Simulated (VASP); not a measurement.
# SrO (P6_3/mmc) in VASP: notebook

SrO is run at these levels: PBEsol, LDA, PBE, r2SCAN; tasks: relaxation of cell and atoms, single point.

Program: VASP 6.6.1. These are calculated values, not measurements. Logs are shortened: lines on timing, memory, paths and dates and some standing lists are left out, and cuts for length are marked.

### 1 The cell of the first run

It takes space group P6_3/mmc (No. 194, hexagonal). The conventional cell has a = 4.290 Å, b = 4.290 Å, c = 5.183 Å, α = 90.00°, β = 90.00°, γ = 120.00°. Within 3.3 Å of Sr (site symmetry -6m2) lie 5 O at 2.48 to 2.59 Å. Within 3.3 Å of O (site symmetry -6m2) lie 5 Sr at 2.48 to 2.59 Å.

### 2 Relaxation of cell and atoms, PBEsol

The input, INCAR:

```
ALGO = Normal ; EDIFF = 1E-6
EDIFFG = -0.005 ; ENCUT = 600
GGA = PS ; IBRION = 2
ISIF = 3 ; ISMEAR = -1
LASPH = True ; LCHARG = False
LREAL = False ; LWAVE = False
NELM = 80 ; NSW = 80
PREC = Accurate ; SIGMA = 0.02
```

The input, KPOINTS:

```
k-points
0
Gamma
  6 6 4
```

The input, POSCAR:

```
SrO
1.0
    4.2895703072      0.0000000000      0.0000000000
   -2.1447851536      3.7148768573      0.0000000000
    0.0000000000      0.0000000000      5.1831991123
Sr O
2 2
Direct
    0.3333333333      0.6666666667      0.9375089398
    0.6666666667      0.3333333333      0.4375089398
    0.3333333333      0.6666666667      0.4374910602
    0.6666666667      0.3333333333      0.9374910602
```

Potentials or basis: VASP PAW PBE potentials, release 64 (Sr_sv, O).

Command:

```console
cat potpaw_PBE.64/Sr_sv/POTCAR potpaw_PBE.64/O/POTCAR > POTCAR
mpirun -np 1 vasp_std > vasp.out
```

OUTCAR:

```text
EDIFF = 1E-6
   EDIFFG = -0.005
   ENCUT = 600
   GGA = PS
   IBRION = 2
   ISIF = 3
   ISMEAR = -1
   LASPH = True
   LREAL = False
   NELM = 80
   NSW = 80
   PREC = Accurate

 ion  position               nearest neighbor table
   1  0.333  0.667  0.938-   4 2.48   4 2.48   4 2.48   3 2.59   3 2.59   2 3.58   2 3.58   2 3.58
                             2 3.58   2 3.58   2 3.58
   2  0.667  0.333  0.438-   3 2.48   3 2.48   3 2.48   4 2.59   4 2.59   1 3.58   1 3.58   1 3.58
                             1 3.58   1 3.58   1 3.58
   3  0.333  0.667  0.437-   2 2.48   2 2.48   2 2.48   1 2.59   1 2.59
   4  0.667  0.333  0.937-   1 2.48   1 2.48   1 2.48   2 2.59   2 2.59

  LATTYP: Found a hexagonal cell.
 ALAT       =     4.2895703072
 C/A-ratio  =     1.2083259490

  Lattice vectors:

 A1 = (   4.2895703072,   0.0000000000,   0.0000000000)
 A2 = (  -2.1447851536,   3.7148768573,   0.0000000000)
 A3 = (   0.0000000000,   0.0000000000,   5.1831991123)

Analysis of symmetry for initial positions (statically):
=====================================================================
 Subroutine PRICEL returns:
 Original cell was already a primitive cell.

 Routine SETGRP: Setting up the symmetry group for a
 hexagonal supercell.

 Subroutine GETGRP returns: Found 12 space group operations
 (whereof  6 operations were pure point group operations)
 out of a pool of 24 trial point group operations.

The static configuration has the point symmetry C_3v.
 The point group associated with its full space group is C_6v.

Analysis of symmetry for dynamics (positions and initial velocities):
=====================================================================
 Subroutine PRICEL returns:
 Original cell was already a primitive cell.

 Routine SETGRP: Setting up the symmetry group for a
 hexagonal supercell.

 Subroutine GETGRP returns: Found 12 space group operations
 (whereof  6 operations were pure point group operations)
 out of a pool of 24 trial point group operations.

The dynamic configuration has the point symmetry C_3v.
 The point group associated with its full space group is C_6v.

 Subroutine INISYM returns: Found 12 space group operations
 (whereof  6 operations are pure point group operations),
 and found     1 'primitive' translations

----------------------------------------------------------------------------------------

                                     Primitive cell

  volume of cell :      82.5954

  direct lattice vectors                    reciprocal lattice vectors
     4.289570307  0.000000000  0.000000000     0.233123583  0.134593963  0.000000000
    -2.144785154  3.714876857  0.000000000     0.000000000  0.269187927  0.000000000
     0.000000000  0.000000000  5.183199112     0.000000000  0.000000000  0.192931041

  length of vectors
[... 71 lines left out ...]
   NGXF,Y,Z  is equivalent  to a cutoff of  27.90, 27.90, 26.94 a.u.
 SYSTEM =  unknown system
   PREC   = accura    normal or accurate (medium, high low for compatibility)
   ISTART =      0    job   : 0-new  1-cont  2-samecut
   ICHARG =      2    charge: 1-file 2-atom 10-const
   ISPIN  =      1    spin polarized calculation?
   LNONCOLLINEAR =      F non collinear calculations
   LSORBIT =      F    spin-orbit coupling
   LASPH  =      T    aspherical Exc in radial PAW
   ENCUT  =  600.0 eV  44.10 Ry    6.64 a.u.   8.57  8.57 10.35*2*pi/ulx,y,z
   NELM   =     80;   NELMIN=  2; NELMDL= -5     # of ELM steps
   EDIFF  = 0.1E-05   stopping-criterion for ELM
   LREAL  =      F    real-space projection
   EDIFFG = -.5E-02   stopping-criterion for IOM
   NSW    =     80    number of steps for IOM
   IBRION =      2    ionic relax: 0-MD 1-quasi-New 2-CG
   NFREE  =      1    steps in history (QN), initial steepest desc. (CG)
   ISIF   =      3    stress and relaxation
   ISYM   =      2    0-nonsym 1-usesym 2-fastsym
   POTIM  = 0.5000    time-step for ionic-motion
   TEBEG  =    0.0;   TEEND  =   0.0 temperature during run
   PSTRESS=    0.0 pullay stress
   NELECT =      32.0000    total number of electrons
   NUPDOWN=      -1.0000    fix difference up-down
   EMIN   =  10.00;   EMAX   =-10.00  energy-range for DOS
   EFERMI =   0.00;   METHOD = LEGACY
   ISMEAR =    -1;   SIGMA  =   0.02  broadening in eV -4-tet -1-fermi 0-gaus
   EFERMI_NEDOS =   21; number of points for ismear=-14 and -15
   IALGO  =     38    algorithm
   IMIX   =      4    mixing-type and parameters
     AMIX     =   0.40;   BMIX     =  1.00
     AMIX_MAG =   1.60;   BMIX_MAG =  1.00
  volume/ion in A,a.u.               =      20.65       139.35
  Fermi-wavevector in a.u.,A,eV,Ry     =   1.193455  2.255303 19.379259  1.424335
  Thomas-Fermi vector in A             =   2.329469
   LORBIT       =      0    0 simple, 1 ext, 2 COOP (PROOUT), +10 PAW based schemes
   GGA     = PS    functional components
   LHFCALC =     F    Hartree Fock is set to
   AEXX    =    0.0000 exact exchange contribution
   IVDW    =     0    specifies the selected vdW correction
   LEPSILON=     F    determine dielectric tensor
   LRPA    =     F    only Hartree local field effects (RPA)
 conjugate gradient relaxation of ions
 non-spin polarized calculation
  energy-cutoff  :      600.00
  volume of cell :       82.60
 maximum number of plane-waves:      2789
 NGX is ok and might be reduce to    36
   NGX = 17   NGY = 17   NGZ = 21

--------------------------------------- Ionic step        1  -------------------------------------------

 number of electron      32.0000000 magnetization

 Free energy of the ion-electron system (eV)
  ---------------------------------------------------
  ext. energy  EPLUGINS =         0.00000000
  ---------------------------------------------------
  free energy    TOTEN  =       -24.96683737 eV

  energy without entropy =      -24.96683737  energy(sigma->0) =      -24.96683737

 E-fermi :   1.0547     XC(G=0):  -9.1231

 val. band max:        0.5447751896   @ k =   0.0000   0.0000   0.0000
 cond. band min:       3.0199521144   @ k =   0.0000   0.0000   0.0000
 fundamental gap:      2.4751769248
 Fermi energy:         1.0546601517

 k-point     1 :       0.0000    0.0000    0.0000
  band No.  band energies     occupation
      1     -31.7774      2.00000
      2     -31.6177      2.00000
      3     -14.3718      2.00000
      4     -14.3630      2.00000
      5     -14.3268      2.00000
      6     -13.9353      2.00000
[... 547 lines left out ...]
--------------------------------------- Ionic step        3  -------------------------------------------

 number of electron      32.0000005 magnetization

 Free energy of the ion-electron system (eV)
  ---------------------------------------------------
  ext. energy  EPLUGINS =         0.00000000
  ---------------------------------------------------
  free energy    TOTEN  =       -24.98769597 eV

  energy without entropy =      -24.98769597  energy(sigma->0) =      -24.98769597

 E-fermi :   1.1922     XC(G=0):  -9.2702

 val. band max:        0.6796557350   @ k =   0.0000   0.0000   0.0000
 cond. band min:       3.2491058551   @ k =   0.0000   0.0000   0.0000
 fundamental gap:      2.5694501201
 Fermi energy:         1.1921859640

 k-point     1 :       0.0000    0.0000    0.0000
  band No.  band energies     occupation
      1     -31.5227      2.00000
      2     -31.3371      2.00000
      3     -14.2904      2.00000
      4     -14.2813      2.00000
      5     -14.1363      2.00000
      6     -13.6992      2.00000
[... 503 lines left out ...]
  FREE ENERGIE OF THE ION-ELECTRON SYSTEM (eV)
  ---------------------------------------------------
  free  energy   TOTEN  =       -24.9876959699 eV

  energy  without entropy=      -24.9876959699  energy(sigma->0) =      -24.98769597

 reached required accuracy - stopping structural energy minimisation
```

CONTCAR:

```text
SrO
   1.00000000000000
     4.2446908503459335    0.0000000000000000    0.0000000000000000
    -2.1223454251729668    3.6760101075580449   -0.0000000000000000
     0.0000000000000000    0.0000000000000000    5.1186152236028546
  Sr              O
     2     2
Direct
     0.3333333332999970    0.6666666667000030    0.9375080984382257
     0.6666666667000030    0.3333333332999970    0.4375080984382256
     0.3333333332999970    0.6666666667000030    0.4374919015617744
     0.6666666667000030    0.3333333332999970    0.9374919015617743

  0.00000000E+00  0.00000000E+00  0.00000000E+00
  0.00000000E+00  0.00000000E+00  0.00000000E+00
  0.00000000E+00  0.00000000E+00  0.00000000E+00
  0.00000000E+00  0.00000000E+00  0.00000000E+00
```

Run time: 5.7 min. Hardware: 1 thread of Intel Xeon 8259CL, shared host; peak memory 0.25 GiB.

Results:

```
Free energy                           : -24.9877 eV
Relaxed volume                        : 19.97 Å³/atom
Relaxed cell                          : a = 4.245 Å, b = 4.245 Å, c = 5.119 Å, α = 90.00°, β = 90.00°, γ = 120.00°
Space group after relaxing (to 0.1 Å) : P6_3/mmc (No. 194)
Energy gained by relaxing             : 5.2 meV/atom
Ionic steps                           : 3
Pressure after relaxing               : 0.0 GPa
Band gap on the k mesh                : 2.57 eV
```

The path:
| step | energy change (eV) | largest force (eV/Å) | pressure (GPa) | volume (Å³) |
| --- | --- | --- | --- | --- |
| 1 | 0.0000 | 0.0001 | -2.36 | 82.60 |
| 2 | -0.0186 | 0.0001 | 0.84 | 79.01 |
| 3 | -0.0209 | 0.0001 | 0.00 | 79.87 |

Final structure:
```
Sr O
1.0
     4.24469    0.00000    0.00000
    -2.12235    3.67601    0.00000
     0.00000    0.00000    5.11862
Sr O
2 2
Direct
  0.33333 0.66667 0.93751
  0.66667 0.33333 0.43751
  0.33333 0.66667 0.43749
  0.66667 0.33333 0.93749
```

Levels at points of the mesh, in eV from the valence-band top:
| k point | band 13 | band 14 | band 15 | band 16 | band 17 | band 18 | band 19 | band 20 |
| --- | --- | --- | --- | --- | --- | --- | --- | --- |
| (0.00, 0.00, 0.00) | -0.92 | -0.92 | -0.30 | 0.00 | 2.57 | 6.10 | 6.10 | 7.19 |
| (0.50, 0.00, 0.00) | -0.36 | -0.35 | -0.35 | -0.28 | 4.24 | 4.77 | 5.01 | 7.21 |
| (0.00, 0.00, 0.50) | -1.14 | -1.14 | -1.14 | -1.14 | 4.29 | 4.29 | 7.92 | 7.92 |
| (0.50, 0.00, 0.50) | -0.94 | -0.94 | -0.44 | -0.44 | 4.88 | 4.88 | 7.42 | 7.42 |

Caveat: the PAW data sets were made with another functional, which shifts forces and pressure a little.

### 3 Relaxation of cell and atoms, LDA

The input, INCAR:

```
PREC = Accurate
ENCUT = 600
EDIFF = 1E-7
ISMEAR = -1
SIGMA = 0.02
LREAL = F
LASPH = T
NELM = 100
ALGO = Normal
ISIF = 3
LWAVE = F
LCHARG = F
GGA = CA
IBRION = 2
NSW = 80
EDIFFG = -0.005
```

The input, KPOINTS:

```
Automatic mesh
0
Gamma
  6 6 4
```

POSCAR is that of step 2.

Potentials or basis: VASP PAW LDA potentials, release 64 (Sr_sv, O).

Command:

```console
cat potpaw_LDA.64/Sr_sv/POTCAR potpaw_LDA.64/O/POTCAR > POTCAR
mpirun -np 1 vasp_std > vasp.out
```

Wall time 9.7 min (1 thread of Intel Xeon 8259CL, shared host); peak memory 0.22 GiB.

Results (log left out):

```
Free energy                           : -26.4088 eV
Relaxed volume                        : 19.32 Å³/atom
Relaxed cell                          : a = 4.199 Å, b = 4.199 Å, c = 5.061 Å, α = 90.00°, β = 90.00°, γ = 120.00°
Space group after relaxing (to 0.1 Å) : P6_3/mmc (No. 194)
Energy gained by relaxing             : 21.2 meV/atom
Ionic steps                           : 8
Pressure after relaxing               : 0.0 GPa
Band gap on the k mesh                : 2.61 eV
```

Step by step:
| step | energy change (eV) | largest force (eV/Å) | pressure (GPa) | volume (Å³) |
| --- | --- | --- | --- | --- |
| 1 | 0.0000 | 0.0001 | -4.81 | 82.60 |
| 2 | -0.0721 | 0.0002 | 2.20 | 75.41 |
| 3 | -0.0849 | 0.0001 | 0.00 | 77.30 |
| 4 | -0.0848 | 0.0001 | -0.12 | 77.40 |
| 5 | -0.0849 | 0.0001 | -0.11 | 77.39 |
| 6 | -0.0849 | 0.0001 | -0.11 | 77.39 |
| 7 | -0.0849 | 0.0001 | -0.06 | 77.34 |
| 8 | -0.0849 | 0.0000 | 0.00 | 77.28 |

Final structure:
```
CELL_PARAMETERS angstrom
4.19926 0.00000 0.00000
-2.09963 3.63667 0.00000
0.00000 0.00000 5.06071
ATOMIC_POSITIONS crystal
Sr 0.33333 0.66667 0.93751
Sr 0.66667 0.33333 0.43751
O 0.33333 0.66667 0.43749
O 0.66667 0.33333 0.93749
```

Levels at points of the mesh, in eV from the valence-band top:
| k point | band 14 | band 15 | band 16 | band 17 | band 18 | band 19 |
| --- | --- | --- | --- | --- | --- | --- |
| (0.00, 0.00, 0.00) | -0.94 | -0.23 | 0.00 | 2.61 | 6.11 | 6.11 |
| (0.50, 0.00, 0.00) | -0.33 | -0.31 | -0.29 | 4.22 | 4.74 | 4.97 |
| (0.00, 0.00, 0.50) | -1.20 | -1.20 | -1.20 | 4.33 | 4.33 | 8.02 |
| (0.50, 0.00, 0.50) | -0.99 | -0.44 | -0.44 | 4.89 | 4.89 | 7.49 |

### 4 Single point, PBE

This run uses another cell than the first one, of 20.31 Å³/atom.

The input, INCAR:

```
PREC = Accurate
ENCUT = 520
EDIFF = 1E-6
ISMEAR = -1
SIGMA = 0.02
LREAL = False
LASPH = True
NELM = 60
ALGO = Normal
ISIF = 2
LWAVE = False
LCHARG = False
GGA = PE
NBANDS = 24
```

The input, KPOINTS:

```
regular mesh
0
Gamma
  12 12 6
```

The input, POSCAR:

```
SrO
1.0
    4.2700192634      0.0000000000      0.0000000000
   -2.1350096317      3.6979451568      0.0000000000
    0.0000000000      0.0000000000      5.1444718180
Sr O
2 2
Direct
    0.3333333333      0.6666666667      0.9375000000
    0.6666666667      0.3333333333      0.4375000000
    0.3333333333      0.6666666667      0.4375000000
    0.6666666667      0.3333333333      0.9375000000
```

Potentials or basis: VASP PAW PBE potentials, release 64 (Sr_sv, O).

Command:

```console
cat potpaw_PBE.64/Sr_sv/POTCAR potpaw_PBE.64/O/POTCAR > POTCAR
mpirun -np 1 vasp_std > vasp.out
```

OUTCAR:

```text
PREC = Accurate
   ENCUT = 520
   EDIFF = 1E-6
   ISMEAR = -1
   LREAL = False
   LASPH = True
   NELM = 60
   ISIF = 2
   GGA = PE

 ion  position               nearest neighbor table
   1  0.333  0.667  0.938-   4 2.47   4 2.47   4 2.47   3 2.57   3 2.57   2 3.56   2 3.56   2 3.56
                             2 3.56   2 3.56   2 3.56
   2  0.667  0.333  0.438-   3 2.47   3 2.47   3 2.47   4 2.57   4 2.57   1 3.56   1 3.56   1 3.56
                             1 3.56   1 3.56   1 3.56
   3  0.333  0.667  0.438-   2 2.47   2 2.47   2 2.47   1 2.57   1 2.57
[... 853 lines left out ...]
  --------------------------------------------------------------------------------------
  -------------------------------------------------------------------------------------
  Total        0.7936672      0.7936672      1.0211184      0.0000000     -0.0000000      0.0000000
  in kB       15.6537324     15.6537324     20.1398207      0.0000000     -0.0000000      0.0000000
  external PRESSURE =      17.1490952 kB  Pullay stress =       0.0000000 kB

 VOLUME and BASIS-vectors are now :
 -----------------------------------------------------------------------------
  energy-cutoff  :      520.00
  volume of cell :       81.23
      direct lattice vectors                 reciprocal lattice vectors
     4.270019263  0.000000000  0.000000000     0.234190981  0.135210226  0.000000000
    -2.135009632  3.697945157  0.000000000     0.000000000  0.270420452  0.000000000
     0.000000000  0.000000000  5.144471818     0.000000000  0.000000000  0.194383415

 POSITION                                       TOTAL-FORCE (eV/Angst)
 -----------------------------------------------------------------------------------
     -0.00000      2.46530      4.82294         0.000000      0.000000     -0.000000
      2.13501      1.23265      2.25071        -0.000000     -0.000000     -0.000000
     -0.00000      2.46530      2.25071        -0.000000     -0.000000      0.000000
      2.13501      1.23265      4.82294        -0.000000      0.000000      0.000000
 -----------------------------------------------------------------------------------
    total drift:                               -0.000000      0.000000      0.000000

  FREE ENERGIE OF THE ION-ELECTRON SYSTEM (eV)
  ---------------------------------------------------
  free  energy   TOTEN  =       -23.8949301140 eV

  energy  without entropy=      -23.8949301140  energy(sigma->0) =      -23.89493011
```

OSZICAR:

```text
N       E                     dE             d eps       ncg     rms          rms(c)
DAV:   1     0.197402634680E+03    0.19740E+03   -0.16320E+04  3648   0.125E+03
DAV:   2    -0.155588365985E+02   -0.21296E+03   -0.19872E+03  4976   0.289E+02
DAV:   3    -0.292911675765E+02   -0.13732E+02   -0.13647E+02  5800   0.675E+01
DAV:   4    -0.296802498775E+02   -0.38908E+00   -0.38884E+00  5024   0.950E+00
DAV:   5    -0.296857481680E+02   -0.54983E-02   -0.54982E-02  5312   0.105E+00    0.239E+01
DAV:   6    -0.241923874536E+02    0.54934E+01   -0.25885E+01  4168   0.265E+01    0.288E+01
DAV:   7    -0.239994523791E+02    0.19294E+00   -0.19402E+00  4840   0.797E+00    0.170E+01
DAV:   8    -0.238886138691E+02    0.11084E+00   -0.52831E-01  4336   0.500E+00    0.253E+00
DAV:   9    -0.238872497727E+02    0.13641E-02   -0.52781E-02  5088   0.145E+00    0.503E-01
DAV:  10    -0.238940777902E+02   -0.68280E-02   -0.67955E-03  3808   0.490E-01    0.202E-01
DAV:  11    -0.238946048963E+02   -0.52711E-03   -0.19538E-03  4944   0.232E-01    0.121E-01
DAV:  12    -0.238949283965E+02   -0.32350E-03   -0.52485E-04  3816   0.121E-01    0.289E-02
DAV:  13    -0.238949298156E+02   -0.14191E-05   -0.23442E-05  5032   0.275E-02    0.157E-02
DAV:  14    -0.238949301140E+02   -0.29847E-06   -0.75534E-06  4016   0.162E-02
   1 F= -.23894930E+02 E0= -.23894930E+02  d E =-.119312E-10
```

stdout:

```text
POSCAR found type information on POSCAR SrO
 POSCAR found :  2 types and       4 ions
 scaLAPACK will be used
 LDA part: xc-table for (Slater+PW92), standard interpolation
 POSCAR, INCAR and KPOINTS ok, starting setup
 FFT: planning ... GRIDC
 FFT: planning ... GRID_SOFT
 FFT: planning ... GRID
 WAVECAR not read
 entering main loop
```

Wall time 4.7 min (1 thread of Intel Xeon 8259CL, shared host); peak memory 0.28 GiB.

What came out:

* Free energy: -23.8949 eV
* Pressure: 1.7 GPa
* Band gap on the k mesh: 2.64 eV

Stress tensor (GPa, compression positive):
```
1.57 0.00 0.00
0.00 1.57 0.00
0.00 0.00 2.01
```

A k mesh can miss the band edges.

[end of part 1 of 2]
